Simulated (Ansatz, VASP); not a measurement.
## Two plane-wave programs on CoO

```
Co O
1.0
     3.26036    0.00000    0.00000
    -1.63018    2.82356    0.00000
     0.00000    0.00000    5.33126
Co O
2 2
Cartesian
  0.0000 1.8824 2.6836
  0.0000 0.0000 0.0185
  0.0000 1.8824 4.6465
  0.0000 0.0000 1.9811
```

Alike in both runs: task single point; functional r2SCAN; k mesh 10 × 10 × 5; occupations fermi-dirac, width 0.05 eV; collinear spin.

|  | VASP | Ansatz |
| --- | --- | --- |
| version | VASP 6.6.1 | Ansatz 0.2.0 |
| potentials or method | VASP PAW PBE potentials, release 64 (Co, O) | Ansatz PAW |
| plane-wave cutoff (eV) | 520 | 500 |
| valence electrons in the cell | 30 | 46 |

```csv
,VASP,Ansatz,Ansatz less VASP
gap on the k mesh at the Fermi level (eV),0.51,0.68,+0.180
least direct gap on the mesh (eV),0.57,0.84,+0.274
pressure (GPa),-6.2,-7.2,-1.02
"traceless stress, the component that is largest in VASP (GPa)",0.82,-0.49,-1.311
net moment per atom (μB),1.50,0.00,-1.500
size of the moment on the site where the two differ most (μB),2.65,2.38,-0.266
```

The net moments are unlike, so the other rows may belong to different states. VASP's potentials were made for PBE, not for r2SCAN. Site moments also hang on the region over which each program counts them. VASP's potentials hold 30 valence electrons a cell and Ansatz's 46, so a difference there can come from the potentials and not from the codes.

Noted on Ansatz's run: the magnetic or orbital state may not be the lowest; odd divisions of the mesh miss points on the zone boundary, where band edges often lie, so the gap on the mesh can be too wide.
